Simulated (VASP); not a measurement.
# CdTe (Fm-3m) in VASP: further runs, part 2 of 2

VASP 6.6.1. Earlier steps stand in the parts before.

## Step 4: Electric field gradients, r2SCAN

POSCAR

```
CdTe
1.0
    0.0000000000      3.0665640000      3.0665640000
    3.0665640000      0.0000000000      3.0665640000
    3.0665640000      3.0665640000      0.0000000000
Cd Te
1 1
Direct
    0.0000000000      0.0000000000      0.0000000000
    0.5000000000      0.5000000000      0.5000000000
```

INCAR.step1

```
SYSTEM = CdTe
ALGO     = Normal         ! electronic algorithm
EDIFF    = 1E-5           ! SCF threshold, eV
ENCUT    = 440            ! plane-wave cutoff, eV
GGA      = PE             ! functional
GGA_COMPAT= .FALSE.      
ISMEAR   = -1             ! smearing method
LASPH    = .TRUE.         ! aspherical terms in the spheres
LCHARG   = .FALSE.        ! write CHGCAR
LREAL    = .FALSE.        ! projectors in reciprocal space
LWAVE    = .TRUE.         ! write WAVECAR
NBANDS   = 16             ! bands
NELM     = 120            ! most SCF steps
PREC     = Accurate       ! precision mode
SIGMA    = 0.05           ! smearing width, eV
```

INCAR.step2

```
SYSTEM = CdTe
ALGO     = Normal         ! electronic algorithm
EDIFF    = 1E-8           ! SCF threshold, eV
ENCUT    = 440            ! plane-wave cutoff, eV
GGA_COMPAT= .FALSE.      
ISIF     = 2              ! what is computed and relaxed
ISMEAR   = -1             ! smearing method
ISTART   = 1            
LASPH    = .TRUE.         ! aspherical terms in the spheres
LCHARG   = .FALSE.        ! write CHGCAR
LEFG     = .TRUE.       
LMIXTAU  = .TRUE.       
LREAL    = .FALSE.        ! projectors in reciprocal space
LWAVE    = .FALSE.        ! write WAVECAR
METAGGA  = R2SCAN         ! meta-GGA
NBANDS   = 16             ! bands
NELM     = 120            ! most SCF steps
PREC     = Accurate       ! precision mode
SIGMA    = 0.05           ! smearing width, eV
```

KPOINTS

```
k-points
0
G
  10 10 10
  0 0 0
```

Potentials or basis: VASP PAW PBE potentials, release 64 (Cd, Te).

The run is started by

```sh
cat potpaw_PBE.64/Cd/POTCAR potpaw_PBE.64/Te/POTCAR > POTCAR
cp INCAR.step1 INCAR
mpirun -np 1 vasp_std > vasp.out
cp INCAR.step2 INCAR
mpirun -np 1 vasp_std > vasp.out
```

OUTCAR:

```text
SYSTEM = CdTe
   EDIFF = 1E-8
   ENCUT = 440
   ISIF = 2
   ISMEAR = -1
   ISTART = 1
   LASPH = .TRUE.
   LREAL = .FALSE.
   METAGGA = R2SCAN
   NELM = 120
   PREC = Accurate

 ion  position               nearest neighbor table
   1  0.000  0.000  0.000-   2 3.07   2 3.07   2 3.07   2 3.07   2 3.07   2 3.07
   2  0.500  0.500  0.500-   1 3.07   1 3.07   1 3.07   1 3.07   1 3.07   1 3.07

  LATTYP: Found a face centered cubic cell.
 ALAT       =     6.1331280000

  Lattice vectors:

 A1 = (   0.0000000000,   3.0665640000,   3.0665640000)
 A2 = (   3.0665640000,   0.0000000000,   3.0665640000)
 A3 = (   3.0665640000,   3.0665640000,   0.0000000000)

Analysis of symmetry for initial positions (statically):
=====================================================================
 Subroutine PRICEL returns:
 Original cell was already a primitive cell.

 Routine SETGRP: Setting up the symmetry group for a
 face centered cubic supercell.

[... 645 lines left out ...]
      direct lattice vectors                 reciprocal lattice vectors
     0.000000000  3.066564000  3.066564000    -0.163048937  0.163048937  0.163048937
     3.066564000  0.000000000  3.066564000     0.163048937 -0.163048937  0.163048937
     3.066564000  3.066564000  0.000000000     0.163048937  0.163048937 -0.163048937

 POSITION                                       TOTAL-FORCE (eV/Angst)
 -----------------------------------------------------------------------------------
      0.00000      0.00000      0.00000         0.000000     -0.000000      0.000000
      3.06656      3.06656      3.06656        -0.000000      0.000000     -0.000000
 -----------------------------------------------------------------------------------
    total drift:                               -0.000000      0.000000      0.000000

  FREE ENERGIE OF THE ION-ELECTRON SYSTEM (eV)
  ---------------------------------------------------
  free  energy   TOTEN  =       -46.3036480392 eV

  energy  without entropy=      -46.2976494551  energy(sigma->0) =      -46.30064875

 Electric field gradients (V/A^2)
---------------------------------------------------------------------
 ion       V_xx      V_yy      V_zz      V_xy      V_xz      V_yz
---------------------------------------------------------------------
   1       0.000     0.000     0.000     0.002     0.002     0.002
   2       0.000    -0.000    -0.000    -0.000    -0.000    -0.000
---------------------------------------------------------------------

 Electric field gradients after diagonalization (V/A^2)
 (convention: |V_zz| > |V_xx| > |V_yy|)
----------------------------------------------------------------------
 ion       V_xx      V_yy      V_zz     asymmetry (V_yy - V_xx)/ V_zz
----------------------------------------------------------------------
   1      -0.002    -0.002     0.004       0.000
   2       0.000     0.000    -0.000       0.000
----------------------------------------------------------------------

           NMR quadrupolar parameters

 Cq : quadrupolar parameter    Cq=e*Q*V_zz/h
 eta: asymmetry parameters     (V_yy - V_xx)/ V_zz
 Q  : nuclear electric quadrupole moment in mb (millibarn)
----------------------------------------------------------------------
 ion       Cq(MHz)       eta       Q (mb)
----------------------------------------------------------------------
   1       0.000       0.000       1.000
   2      -0.000       0.000       1.000
----------------------------------------------------------------------
```

OSZICAR.step1:

```text
N       E                     dE             d eps       ncg     rms          rms(c)
DAV:   1     0.900240790991E+02    0.90024E+02   -0.79216E+03  1568   0.875E+02
DAV:   2    -0.172077218744E+01   -0.91745E+02   -0.87721E+02  1808   0.226E+02
DAV:   3    -0.469226905410E+01   -0.29715E+01   -0.29615E+01  1808   0.421E+01
DAV:   4    -0.471484072683E+01   -0.22572E-01   -0.22570E-01  2232   0.324E+00
DAV:   5    -0.471498397432E+01   -0.14325E-03   -0.14325E-03  1792   0.186E-01    0.533E+00
DAV:   6    -0.447314431474E+01    0.24184E+00   -0.39903E-01  1760   0.713E+00    0.443E+00
DAV:   7    -0.445595757767E+01    0.17187E-01   -0.86776E-02  1832   0.202E+00    0.172E+00
DAV:   8    -0.445593496786E+01    0.22610E-04   -0.88105E-03  1640   0.105E+00    0.379E-01
DAV:   9    -0.445597206902E+01   -0.37101E-04   -0.85935E-04  1912   0.287E-01    0.692E-02
DAV:  10    -0.445596944779E+01    0.26212E-05   -0.77661E-05  1824   0.967E-02
   1 F= -.44559694E+01 E0= -.44522331E+01  d E =-.747273E-02
```

Run time: 2.3 min. Hardware: 1 thread of Intel Xeon 6975P-C, shared host; peak memory 0.19 GiB.

Results:

| Item | Value |
| --- | --- |
| Free energy | -46.3036 eV |
| Pressure | -1.3 GPa |
| Band gap on the k mesh | zero (band 9 reaches 3.65 eV, above the bottom of band 10 at 2.65 eV) |

Caveat: without QUAD_EFG the Cq values of the log hold for a quadrupole moment of 1 mb, not for the nuclei; the PAW data sets were made with another functional, which shifts forces and pressure a little; spin-orbit coupling is left out, which moves the levels of the heavy elements.

## Step 5: The runs side by side

| level | cell | cutoff (eV) | gap on the mesh (eV) | pressure (GPa) |
| --- | --- | --- | --- | --- |
| r2SCAN | a = 4.337 Å, angles 60.0°, 2 atoms | 520 | none | -1.1 |
| PBEsol | a = 3.757 Å, angles 60.0°, 2 atoms | 400 | none | 50.7 |
| r2SCAN | a = 4.337 Å, angles 60.0°, 2 atoms | 440 | none | -1.3 |

Alike in all rows: task electric field gradients; potentials or basis VASP PAW PBE potentials, release 64 (Cd, Te); no spin polarisation; k mesh 10 × 10 × 10; smearing fermi-dirac 0.05 eV.

Caveats: the PAW data sets were made with another functional, which shifts forces and pressure a little; spin-orbit coupling is left out, which moves the levels of the heavy elements.

Absolute energies hang on the potentials; compare differences alone.
